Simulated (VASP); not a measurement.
# Cu (I4/mmm) in VASP: a series of runs

Cu is run at these levels: r2SCAN; tasks: single point.

All numbers are computed with VASP 6.6.1; they aren't measurements. Logs are shortened: lines on timing, memory, paths and dates and some standing lists are left out, and cuts for length are marked.

### 1 The cell of the first run

The structure is tetragonal, space group I4/mmm (No. 139). Conventional cell: a = 2.963 Å, b = 2.963 Å, c = 2.772 Å, α = 90.00°, β = 90.00°, γ = 90.00°. Cu (site symmetry 4/mmm) has 14 Cu at 2.51 to 2.96 Å within 3.3 Å.

### 2 Single point, r2SCAN (volume scaled by 1.06, then relaxed in part)

The input, POSCAR:

```
Cu
1.0
   -1.4815316924      1.4815316924      1.3859221706
    1.4815316924     -1.4815316924      1.3859221706
    1.4815316924      1.4815316924     -1.3859221706
Cu
1
Direct
    0.0000000000      0.0000000000      0.0000000000
```

The input, INCAR.step1:

```
  ALGO = Normal
  EDIFF = 1E-4
  ENCUT = 520
  GGA = PE
  ISMEAR = 0
  LASPH = True
  LCHARG = False
  LREAL = False
  LWAVE = True
  NBANDS = 12
  NELM = 100
  PREC = Accurate
  SIGMA = 0.1
```

The input, INCAR.step2:

```
  ALGO = Normal
  EDIFF = 1E-7
  ENCUT = 520
  ISIF = 2
  ISMEAR = 0
  ISTART = 1
  LASPH = True
  LCHARG = False
  LMIXTAU = True
  LREAL = False
  LWAVE = False
  METAGGA = R2SCAN
  NBANDS = 12
  NELM = 100
  PREC = Accurate
  SIGMA = 0.1
```

The input, KPOINTS:

```
k-points
0
Gamma
  20 20 20
```

Potentials or basis: VASP PAW PBE potentials, release 64 (Cu).

On the command line:

```sh
cat potpaw_PBE.64/Cu/POTCAR > POTCAR
cp INCAR.step1 INCAR
mpirun -np 1 vasp_std > vasp.out
cp INCAR.step2 INCAR
mpirun -np 1 vasp_std > vasp.out
```

OUTCAR:

```text
EDIFF = 1E-7
   ENCUT = 520
   ISIF = 2
   ISMEAR = 0
   ISTART = 1
   LASPH = True
   LREAL = False
   METAGGA = R2SCAN
   NELM = 100
   PREC = Accurate

 ion  position               nearest neighbor table
   1  0.000  0.000  0.000-

  LATTYP: Found a body centered tetragonal cell.
 ALAT       =     2.9630633848
 C/A-ratio  =     0.9354657600

  Lattice vectors:

 A1 = (  -1.4815316924,   1.4815316924,   1.3859221706)
 A2 = (   1.4815316924,  -1.4815316924,   1.3859221706)
 A3 = (   1.4815316924,   1.4815316924,  -1.3859221706)

Analysis of symmetry for initial positions (statically):
=====================================================================
 Subroutine PRICEL returns:
 Original cell was already a primitive cell.

 Routine SETGRP: Setting up the symmetry group for a
 body centered tetragonal supercell.

 Subroutine GETGRP returns: Found 16 space group operations
 (whereof 16 operations were pure point group operations)
 out of a pool of 16 trial point group operations.

The static configuration has the point symmetry D_4h.

Analysis of symmetry for dynamics (positions and initial velocities):
=====================================================================
 Subroutine PRICEL returns:
 Original cell was already a primitive cell.

 Routine SETGRP: Setting up the symmetry group for a
 body centered tetragonal supercell.

 Subroutine GETGRP returns: Found 16 space group operations
 (whereof 16 operations were pure point group operations)
 out of a pool of 16 trial point group operations.

The dynamic configuration has the point symmetry D_4h.

 Subroutine INISYM returns: Found 16 space group operations
 (whereof 16 operations are pure point group operations),
 and found     1 'primitive' translations

----------------------------------------------------------------------------------------

                                     Primitive cell

  volume of cell :      12.1680

  direct lattice vectors                    reciprocal lattice vectors
    -1.481531692  1.481531692  1.385922171     0.000000000  0.337488562  0.360770619
     1.481531692 -1.481531692  1.385922171     0.337488562  0.000000000  0.360770619
     1.481531692  1.481531692 -1.385922171     0.337488562  0.337488562  0.000000000

  length of vectors
     2.512101227  2.512101227  2.512101227     0.494018187  0.494018187  0.477280901

  position of ions in fractional coordinates (direct lattice)
     0.000000000  0.000000000  0.000000000

  ion indices of the primitive-cell ions
   primitive index   ion index
                 1           1

----------------------------------------------------------------------------------------

 KPOINTS: k-points

Automatic generation of k-mesh.
 Grid dimensions read from file:
 generate k-points for:   20   20   20

 Generating k-lattice:

  Cartesian coordinates                     Fractional coordinates (reciprocal lattice)
     0.000000000  0.016874428  0.018038531     0.050000000  0.000000000  0.000000000
     0.016874428  0.000000000  0.018038531     0.000000000  0.050000000  0.000000000
     0.016874428  0.016874428  0.000000000     0.000000000  0.000000000  0.050000000

  Length of vectors
     0.024700909  0.024700909  0.023864045

  Shift w.r.t. Gamma in fractional coordinates (k-lattice)
     0.000000000  0.000000000  0.000000000

 Subroutine IBZKPT returns following result:
 ===========================================

 Found    641 irreducible k-points:

 Following reciprocal coordinates:
            Coordinates               Weight
  0.000000  0.000000  0.000000      1.000000
  0.050000  0.000000  0.000000      8.000000
  0.100000  0.000000  0.000000      8.000000
  0.150000  0.000000  0.000000      8.000000
  0.200000  0.000000  0.000000      8.000000
  0.250000  0.000000  0.000000      8.000000
[... 16 lines left out ...]
 -0.400000  0.050000  0.000000     16.000000
 -0.350000  0.050000  0.000000     16.000000
 [... further k-points ...]
   k-points           NKPTS =    641   k-points in BZ     NKDIM =    641   number of bands    NBANDS=     12
   number of dos      NEDOS =    301   number of ions     NIONS =      1
   total plane-waves  NPLWV =   8000
   dimension x,y,z NGX =    20 NGY =   20 NGZ =   20
   dimension x,y,z NGXF=    40 NGYF=   40 NGZF=   40
   ions per type =               1
   NGX,Y,Z   is equivalent  to a cutoff of  13.24, 13.24, 13.24 a.u.
   NGXF,Y,Z  is equivalent  to a cutoff of  26.47, 26.47, 26.47 a.u.
 SYSTEM =  unknown system
   PREC   = accura    normal or accurate (medium, high low for compatibility)
   ISTART =      1    job   : 0-new  1-cont  2-samecut
   ICHARG =      0    charge: 1-file 2-atom 10-const
   ISPIN  =      1    spin polarized calculation?
   LNONCOLLINEAR =      F non collinear calculations
   LSORBIT =      F    spin-orbit coupling
   LASPH  =      T    aspherical Exc in radial PAW
   ENCUT  =  520.0 eV  38.22 Ry    6.18 a.u.   4.67  4.67  4.67*2*pi/ulx,y,z
   NELM   =    100;   NELMIN=  2; NELMDL=  0     # of ELM steps
   EDIFF  = 0.1E-06   stopping-criterion for ELM
   LREAL  =      F    real-space projection
   EDIFFG = 0.1E-05   stopping-criterion for IOM
   NSW    =      0    number of steps for IOM
   IBRION =     -1    ionic relax: 0-MD 1-quasi-New 2-CG
   NFREE  =      0    steps in history (QN), initial steepest desc. (CG)
   ISIF   =      2    stress and relaxation
   ISYM   =      2    0-nonsym 1-usesym 2-fastsym
   POTIM  = 0.5000    time-step for ionic-motion
   TEBEG  =    0.0;   TEEND  =   0.0 temperature during run
   PSTRESS=    0.0 pullay stress
   NELECT =      11.0000    total number of electrons
   NUPDOWN=      -1.0000    fix difference up-down
   EMIN   =  10.00;   EMAX   =-10.00  energy-range for DOS
   EFERMI =   0.00;   METHOD = LEGACY
   ISMEAR =     0;   SIGMA  =   0.10  broadening in eV -4-tet -1-fermi 0-gaus
   EFERMI_NEDOS =   21; number of points for ismear=-14 and -15
   IALGO  =     38    algorithm
   IMIX   =      4    mixing-type and parameters
     AMIX     =   0.40;   BMIX     =  1.00
     AMIX_MAG =   1.60;   BMIX_MAG =  1.00
  volume/ion in A,a.u.               =      12.17        82.11
  Fermi-wavevector in a.u.,A,eV,Ry     =   1.582944  2.991330 34.092267  2.505711
  Thomas-Fermi vector in A             =   2.682790
   LORBIT       =      0    0 simple, 1 ext, 2 COOP (PROOUT), +10 PAW based schemes
   METAGGA = R2SCAN    functional components
   LHFCALC =     F    Hartree Fock is set to
   AEXX    =    0.0000 exact exchange contribution
   IVDW    =     0    specifies the selected vdW correction
   LEPSILON=     F    determine dielectric tensor
   LRPA    =     F    only Hartree local field effects (RPA)
 non-spin polarized calculation
 Gauss-broadening in eV      SIGMA  =   0.10
  energy-cutoff  :      520.00
  volume of cell :       12.17
 maximum number of plane-waves:       339
   NGX =  9   NGY =  9   NGZ =  9

 number of electron      10.9999993 magnetization

 Free energy of the ion-electron system (eV)
  ---------------------------------------------------
  ext. energy  EPLUGINS =         0.00000000
  ---------------------------------------------------
  free energy    TOTEN  =       -10.77515628 eV

  energy without entropy =      -10.77277621  energy(sigma->0) =      -10.77396624

 E-fermi :   7.0231     XC(G=0): -13.5480

 val. band max:        7.0181200233   @ k =  -0.0500   0.5000   0.0500
 cond. band min:       7.0386085651   @ k =   0.3500   0.1000   0.0500
 fundamental gap:      0.0204885417
 Fermi energy:         7.0231274216

 k-point     1 :       0.0000    0.0000    0.0000
  band No.  band energies     occupation
      1      -2.3931      2.00000
      2       3.7607      2.00000
      3       4.0139      2.00000
      4       4.0140      2.00000
      5       4.7292      2.00000
      6       4.9935      2.00000
      7      31.9836      0.00000
      8      31.9836      0.00000
      9      33.9189      0.00000
     10      35.9333      0.00000
     11      35.9790      0.00000
     12      35.9791      0.00000

 k-point     2 :       0.0500    0.0000    0.0000
  band No.  band energies     occupation
      1      -2.2925      2.00000
      2       3.7698      2.00000
      3       4.0108      2.00000
      4       4.0218      2.00000
      5       4.7313      2.00000
      6       4.9791      2.00000
      7      31.4396      0.00000
      8      31.6482      0.00000
      9      32.8992      0.00000
     10      34.6410      0.00000
     11      35.0337      0.00000
     12      35.5644      0.00000

 k-point     3 :       0.1000    0.0000    0.0000
  band No.  band energies     occupation
      1      -1.9932      2.00000
      2       3.7647      2.00000
      3       3.9976      2.00000
      4       4.0776      2.00000
      5       4.7384      2.00000
      6       4.9433      2.00000
      7      29.6013      0.00000
      8      30.8955      0.00000
      9      31.1276      0.00000
     10      33.0715      0.00000
     11      34.0988      0.00000
     12      35.4661      0.00000
[... 286 lines left out ...]
 k-point    23 :      -0.4000    0.0500    0.0000
  band No.  band energies     occupation
      1       1.7347      2.00000
      2       3.2426      2.00000
      3       4.4833      2.00000
      4       4.8561      2.00000
      5       5.0567      2.00000
      6       5.5170      2.00000
      7      15.3867      0.00000
      8      23.9777      0.00000
      9      25.4168      0.00000
     10      29.3075      0.00000
     11      32.2410      0.00000
     12      41.5132      0.00000

 k-point    24 :      -0.3500    0.0500    0.0000
  band No.  band energies     occupation
      1       1.1819      2.00000
      2       3.3352      2.00000
      3       4.0373      2.00000
      4       4.8402      2.00000
      5       4.9512      2.00000
      6       5.1869      2.00000
      7      17.7033      0.00000
      8      24.5564      0.00000
      9      26.2276      0.00000
     10      29.6486      0.00000
     11      32.5522      0.00000
     12      39.9448      0.00000

 [... further k-points ...]
[... 5 lines left out ...]
  --------------------------------------------------------------------------------------
  -------------------------------------------------------------------------------------
  Total       -0.5592331     -0.5592331     -0.5646488      0.0000000     -0.0000000      0.0000000
  in kB      -73.6347330    -73.6347330    -74.3478241      0.0000000     -0.0000000      0.0000000
  external PRESSURE =     -73.8724300 kB  Pullay stress =       0.0000000 kB

 VOLUME and BASIS-vectors are now :
 -----------------------------------------------------------------------------
  energy-cutoff  :      520.00
  volume of cell :       12.17
      direct lattice vectors                 reciprocal lattice vectors
    -1.481531692  1.481531692  1.385922171     0.000000000  0.337488562  0.360770619
     1.481531692 -1.481531692  1.385922171     0.337488562  0.000000000  0.360770619
     1.481531692  1.481531692 -1.385922171     0.337488562  0.337488562  0.000000000

 POSITION                                       TOTAL-FORCE (eV/Angst)
 -----------------------------------------------------------------------------------
      0.00000      0.00000      0.00000        -0.000000     -0.000000      0.000000
 -----------------------------------------------------------------------------------
    total drift:                                0.000000     -0.000000      0.000000

  FREE ENERGIE OF THE ION-ELECTRON SYSTEM (eV)
  ---------------------------------------------------
  free  energy   TOTEN  =       -10.7751562814 eV

  energy  without entropy=      -10.7727762051  energy(sigma->0) =      -10.77396624
```

It took 3.8 min on 1 thread of Intel Xeon Platinum 8488C (Sapphire Rapids), shared host; peak memory 0.2 GiB.

Results:

```
Free energy : -10.7752 eV
Pressure    : -7.4 GPa
```

Caveat: the cell differs from its parent crystal (volume scaled by 1.06, then relaxed in part); the PAW data sets were made with another functional, which shifts forces and pressure a little.

### 3 Single point, r2SCAN

This run uses another cell than the first one, of 10.63 Å³/atom, 0.874 times its volume.

The input, POSCAR:

```
Cu
1.0
   -1.4064458056      1.4064458056      1.3436398634
    1.4064458056     -1.4064458056      1.3436398634
    1.4064458056      1.4064458056     -1.3436398634
Cu
1
Direct
    0.0000000000      0.0000000000      0.0000000000
```

The input, INCAR.step1:

```
PREC     = Accurate       # precision mode
ENCUT    = 520            # plane-wave cutoff, eV
ISMEAR   = 0              # smearing method
SIGMA    = 0.1            # smearing width, eV
LREAL    = F              # projectors in reciprocal space
LASPH    = T              # aspherical terms in the spheres
NELM     = 100            # most SCF steps
NBANDS   = 12             # bands
GGA      = PE             # functional
ALGO     = Normal         # electronic algorithm
EDIFF    = 1E-4           # SCF threshold, eV
LWAVE    = T              # write WAVECAR
LCHARG   = F              # write CHGCAR
```

The input, INCAR.step2:

```
PREC     = Accurate       # precision mode
ENCUT    = 520            # plane-wave cutoff, eV
EDIFF    = 1E-7           # SCF threshold, eV
ISMEAR   = 0              # smearing method
SIGMA    = 0.1            # smearing width, eV
LREAL    = F              # projectors in reciprocal space
LASPH    = T              # aspherical terms in the spheres
NELM     = 100            # most SCF steps
ALGO     = Normal         # electronic algorithm
ISIF     = 2              # what is computed and relaxed
LWAVE    = F              # write WAVECAR
LCHARG   = F              # write CHGCAR
METAGGA  = R2SCAN         # meta-GGA
LMIXTAU  = T            
NBANDS   = 12             # bands
ISTART   = 1
```

The input, KPOINTS:

```
Automatic mesh
0
Gamma
  20 20 20
```

Potentials or basis: VASP PAW PBE potentials, release 64 (Cu).

On the command line:

```sh
cat potpaw_PBE.64/Cu/POTCAR > POTCAR
cp INCAR.step1 INCAR
mpirun -np 1 vasp_std > vasp.out
cp INCAR.step2 INCAR
mpirun -np 1 vasp_std > vasp.out
```

Wall time 2.5 min (1 thread of Intel Xeon 6975P-C (Granite Rapids), shared host); peak memory 0.19 GiB.

The run converged. Its results:

| Property | Result |
| --- | --- |
| Free energy | -10.7484 eV |
| Pressure | 15.7 GPa |

Levels at points of the mesh, in eV from the Fermi level:
```tsv
k point	band 2	band 3	band 4	band 5	band 6	band 7	band 8	band 9	band 10	band 11
(0.00, 0.00, 0.00)	-3.74	-3.52	-3.52	-2.55	-2.32	26.61	26.61	27.90	31.37	31.91
(0.50, 0.00, 0.00)	-4.55	-2.44	-2.20	-1.52	-0.78	5.37	18.75	19.39	23.10	26.81
(0.50, 0.50, 0.00)	-4.28	-2.61	-2.35	-1.56	-1.18	4.83	19.99	20.91	24.34	27.91
(0.50, 0.50, 0.50)	-5.47	-1.75	-1.75	-1.69	8.51	8.51	10.48	14.30	15.10	19.07
```

Caveat: the PAW data sets were made with another functional, which shifts forces and pressure a little.

### 4 Single point, r2SCAN

This run uses another cell than the first one, of 10.98 Å³/atom, 0.903 times its volume.

The input, POSCAR:

```
Cu
1.0
   -1.4245760095      1.4245760095      1.3529640948
    1.4245760095     -1.4245760095      1.3529640948
    1.4245760095      1.4245760095     -1.3529640948
Cu
1
Direct
    0.0000000000      0.0000000000      0.0000000000
```

The input, INCAR.step1:

```
PREC = Accurate
ENCUT = 520
ISMEAR = 0
SIGMA = 0.1
LREAL = F
LASPH = T
NELM = 60
NBANDS = 12
GGA = PE
ALGO = Normal
EDIFF = 1E-4
LWAVE = T
LCHARG = F
```

The input, INCAR.step2:

```
PREC = Accurate
ENCUT = 520
EDIFF = 1E-7
ISMEAR = 0
SIGMA = 0.1
LREAL = F
LASPH = T
NELM = 60
ALGO = Normal
ISIF = 2
LWAVE = F
LCHARG = T
METAGGA = R2SCAN
LMIXTAU = T
LELF = T
LVHAR = T
NBANDS = 12
ISTART = 1
```

KPOINTS is that of step 3.

On the command line:

```sh
cat potpaw_PBE.64/Cu/POTCAR > POTCAR
cp INCAR.step1 INCAR
mpirun -np 1 vasp_std > vasp.out
cp INCAR.step2 INCAR
mpirun -np 1 vasp_std > vasp.out
```

Run time: 2.8 min. Hardware: 1 thread of Intel Xeon 6975P-C (Granite Rapids), shared host; peak memory 0.19 GiB.

Results (log left out):

```yaml
Free_energy: -10.7752 eV
Pressure: 8.6 GPa
```

Levels at points of the mesh, in eV from the Fermi level:
```tsv
k point	band 4	band 5	band 6	band 7	band 8	band 9
(0.00, 0.00, 0.00)	-3.39	-2.48	-2.24	26.22	26.22	27.69
(0.50, 0.00, 0.00)	-2.12	-1.49	-0.66	5.21	18.44	18.91
(0.50, 0.50, 0.00)	-2.29	-1.53	-1.10	4.60	19.84	20.58
(0.50, 0.50, 0.50)	-1.71	-1.65	8.30	8.30	10.47	13.99
```

Caveat: the PAW data sets were made with another functional, which shifts forces and pressure a little.

(Continued in part 2 of 2.)
